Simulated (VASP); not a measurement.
# TiB2 (Cmmm) in VASP: a series of runs, part 2 of 3

VASP 6.6.1. Earlier steps stand in the parts before.

## (4) Single point, PBE (strain -0.0100 x Voigt [0, 1, 0, 0, 0, 0])

INCAR

```
PREC = Accurate
ENCUT = 520
EDIFF = 1E-7
ISMEAR = 0
SIGMA = 0.15
LREAL = False
LASPH = True
NELM = 80
ALGO = Normal
ISIF = 2
LWAVE = False
LCHARG = False
GGA = PE
NBANDS = 16
```

KPOINTS

```
regular mesh
0
Gamma
  18 18 14
```

POSCAR

```
TiB2
1.0
    3.0318048529      0.0000000000      0.0000000000
   -1.5159024265      2.5993638217      0.0000000000
    0.0000000000      0.0000000000      3.2242295241
Ti B
1 2
Direct
    0.0000000000      0.0000000000      0.0000000000
    0.3333333333      0.6666666667      0.5000000000
    0.6666666667      0.3333333333      0.5000000000
```

Potentials or basis: VASP PAW PBE potentials, release 64 (Ti_sv, B).

On the command line:

```bash
cat potpaw_PBE.64/Ti_sv/POTCAR potpaw_PBE.64/B/POTCAR > POTCAR
mpirun -np 1 vasp_std > vasp.out
```

OUTCAR:

```text
PREC = Accurate
   ENCUT = 520
   EDIFF = 1E-7
   ISMEAR = 0
   LREAL = False
   LASPH = True
   NELM = 80
   ISIF = 2
   GGA = PE

 ion  position               nearest neighbor table
   1  0.000  0.000  0.000-   2 2.37   2 2.37   3 2.37   3 2.37   2 2.38   3 2.38   2 2.38   3 2.38
                             3 2.38   3 2.38   2 2.38   2 2.38
   2  0.333  0.667  0.500-   3 1.73   3 1.75   3 1.75   1 2.37   1 2.37   1 2.38   1 2.38   1 2.38
                             1 2.38
   3  0.667  0.333  0.500-   2 1.73   2 1.75   2 1.75   1 2.37   1 2.37   1 2.38   1 2.38   1 2.38
                             1 2.38

  Warning from LATTYP: Monoclinic adjustment (A1->A3, A2->A1, A3->A2)!
[... 656 lines left out ...]
  --------------------------------------------------------------------------------------
  -------------------------------------------------------------------------------------
  Total        0.1389832      1.1118355      0.2027952     -0.0000000      0.0000000      0.0000000
  in kB        8.7635197     70.1062671     12.7871574     -0.0000000      0.0000000      0.0000000
  external PRESSURE =      30.5523148 kB  Pullay stress =       0.0000000 kB

 VOLUME and BASIS-vectors are now :
 -----------------------------------------------------------------------------
  energy-cutoff  :      520.00
  volume of cell :       25.41
      direct lattice vectors                 reciprocal lattice vectors
     3.031804853  0.000000000  0.000000000     0.329836533  0.192354758  0.000000000
    -1.515902427  2.599363822  0.000000000     0.000000000  0.384709517  0.000000000
     0.000000000  0.000000000  3.224229524     0.000000000  0.000000000  0.310151617

 POSITION                                       TOTAL-FORCE (eV/Angst)
 -----------------------------------------------------------------------------------
      0.00000      0.00000      0.00000        -0.000000      0.000000      0.000000
     -0.00000      1.73291      1.61211         0.000000     -0.038127      0.000000
      1.51590      0.86645      1.61211        -0.000000      0.038127     -0.000000
 -----------------------------------------------------------------------------------
    total drift:                               -0.000000      0.000000      0.000000

  FREE ENERGIE OF THE ION-ELECTRON SYSTEM (eV)
  ---------------------------------------------------
  free  energy   TOTEN  =       -24.4258788235 eV

  energy  without entropy=      -24.4220922258  energy(sigma->0) =      -24.42398552
```

Run time: 81 s. Hardware: 1 thread of Intel Xeon 6975P-C (Granite Rapids), shared host; peak memory 0.38 GiB.

What came out:

* Free energy: -24.4259 eV
* Pressure: 3.1 GPa
* Largest force: 0.038 eV/Å
* Band gap on the k mesh: zero (bands 9 and 10 overlap by 0.64 eV)

Forces on the atoms (eV/Å):
```
Ti   0.000  0.000  0.000
B    0.000 -0.038  0.000
B    0.000  0.038  0.000
```

Caveat: the cell differs from its parent crystal (strain -0.0100 x Voigt [0, 1, 0, 0, 0, 0]); the cell stands under pressure.

## (5) Single point, PBE (strain -0.0050 x Voigt [0, 1, 0, 0, 0, 0])

INCAR

```
SYSTEM = TiB2
  ALGO = Normal
  EDIFF = 1E-6
  ENCUT = 520
  GGA = PE
  ISIF = 2
  ISMEAR = 0
  LASPH = .True.
  LCHARG = .True.
  LELF = .True.
  LREAL = .False.
  LVHAR = .True.
  LWAVE = .False.
  NBANDS = 16
  NELM = 100
  PREC = Accurate
  SIGMA = 0.15
```

KPOINTS

```
k-points
0
Gamma
  18 18 14
  0 0 0
```

POSCAR, as its differences from that of step 4:

```diff
@@ -3,3 +3,3 @@
     3.0318048529      0.0000000000      0.0000000000
-   -1.5159024265      2.5993638217      0.0000000000
+   -1.5159024265      2.6124919218      0.0000000000
     0.0000000000      0.0000000000      3.2242295241
```

On the command line:

```bash
cat potpaw_PBE.64/Ti_sv/POTCAR potpaw_PBE.64/B/POTCAR > POTCAR
mpirun -np 1 vasp_std > vasp.out
```

Wall time 98 s (1 thread of Intel Xeon 6975P-C (Granite Rapids), shared host); peak memory 0.39 GiB.

The run converged. Its results:

```
Free energy            : -24.4302 eV
Pressure               : 1.6 GPa
Largest force          : 0.017 eV/Å
Band gap on the k mesh : zero (bands 9 and 10 overlap by 0.62 eV)
```

Forces on the atoms (eV/Å):
```
Ti   0.000  0.000  0.000
B    0.000 -0.017  0.000
B    0.000  0.017  0.000
```

Stress tensor (GPa, compression positive):
```
0.57 0.00 0.00
0.00 3.59 0.00
0.00 0.00 0.77
```

Levels at points of the mesh, in eV from the Fermi level:
| k point | band 5 | band 6 | band 7 | band 8 | band 9 | band 10 | band 11 | band 12 | band 13 | band 14 |
| --- | --- | --- | --- | --- | --- | --- | --- | --- | --- | --- |
| (0.00, 0.00, 0.00) | -13.57 | -2.67 | -2.62 | -2.37 | -2.16 | 1.86 | 1.87 | 3.63 | 3.64 | 5.72 |
| (0.50, 0.00, 0.00) | -9.43 | -9.30 | -3.29 | -3.28 | -2.30 | 1.32 | 2.72 | 3.20 | 3.34 | 7.42 |
| (0.00, 0.50, 0.00) | -9.42 | -9.25 | -3.36 | -3.27 | -2.33 | 1.29 | 2.73 | 3.20 | 3.32 | 7.46 |
| (0.00, 0.00, 0.50) | -11.64 | -7.67 | -0.61 | -0.58 | -0.23 | -0.20 | 0.38 | 0.43 | 1.61 | 6.54 |
| (0.50, 0.00, 0.50) | -9.82 | -7.60 | -4.67 | -3.86 | -3.20 | 2.45 | 2.90 | 4.44 | 4.57 | 5.39 |
| (0.00, 0.50, 0.50) | -9.79 | -7.61 | -4.73 | -3.88 | -3.15 | 2.46 | 2.91 | 4.47 | 4.56 | 5.28 |

Caveat: the cell differs from its parent crystal (strain -0.0050 x Voigt [0, 1, 0, 0, 0, 0]).

## (6) Single point, PBE (strain +0.0050 x Voigt [0, 1, 0, 0, 0, 0])

INCAR

```
  PREC = Accurate
  ENCUT = 520
  EDIFF = 1E-7
  ISMEAR = 0
  SIGMA = 0.15
  LREAL = False
  LASPH = True
  NELM = 80
  ALGO = Normal
  ISIF = 2
  LWAVE = False
  LCHARG = False
  GGA = PE
  NBANDS = 16
```

KPOINTS

```
regular mesh
0
Gamma
  18 18 14
```

POSCAR, as its differences from that of step 5:

```diff
@@ -3,3 +3,3 @@
     3.0318048529      0.0000000000      0.0000000000
-   -1.5159024265      2.6124919218      0.0000000000
+   -1.5159024265      2.6387481221      0.0000000000
     0.0000000000      0.0000000000      3.2242295241
```

Potentials or basis: VASP PAW PBE potentials, release 64 (Ti_sv, B).

On the command line:

```bash
cat potpaw_PBE.64/Ti_sv/POTCAR potpaw_PBE.64/B/POTCAR > POTCAR
mpirun -np 1 vasp_std > vasp.out
```

Wall time 85 s (1 thread of Intel Xeon 6975P-C (Granite Rapids), shared host); peak memory 0.39 GiB.

Results (log left out):

```yaml
Free_energy: -24.4307 eV
Pressure: -1.1 GPa
Largest_force: 0.014 eV/Å
Band_gap_on_the_k_mesh: zero (bands 9 and 10 overlap by 0.57 eV)
```

Forces on the atoms (eV/Å):
```
Ti   0.000  0.000  0.000
B    0.000  0.014  0.000
B    0.000 -0.014  0.000
```

Stress tensor (GPa, compression positive):
```
-0.09  0.00  0.00
 0.00 -3.00  0.00
 0.00  0.00 -0.29
```

Levels at points of the mesh, in eV from the Fermi level:
| k point | band 5 | band 6 | band 7 | band 8 | band 9 | band 10 | band 11 | band 12 | band 13 | band 14 |
| --- | --- | --- | --- | --- | --- | --- | --- | --- | --- | --- |
| (0.00, 0.00, 0.00) | -13.50 | -2.68 | -2.63 | -2.31 | -2.12 | 1.84 | 1.85 | 3.61 | 3.63 | 5.63 |
| (0.50, 0.00, 0.00) | -9.37 | -9.25 | -3.32 | -3.20 | -2.29 | 1.29 | 2.68 | 3.15 | 3.33 | 7.39 |
| (0.00, 0.50, 0.00) | -9.38 | -9.30 | -3.26 | -3.21 | -2.27 | 1.32 | 2.66 | 3.15 | 3.36 | 7.36 |
| (0.00, 0.00, 0.50) | -11.58 | -7.61 | -0.62 | -0.59 | -0.25 | -0.23 | 0.38 | 0.43 | 1.64 | 6.45 |
| (0.50, 0.00, 0.50) | -9.75 | -7.56 | -4.69 | -3.84 | -3.17 | 2.46 | 2.86 | 4.42 | 4.53 | 5.23 |
| (0.00, 0.50, 0.50) | -9.78 | -7.56 | -4.63 | -3.83 | -3.21 | 2.45 | 2.85 | 4.40 | 4.53 | 5.35 |

Caveat: the cell differs from its parent crystal (strain +0.0050 x Voigt [0, 1, 0, 0, 0, 0]).

(Continued in part 3 of 3.)
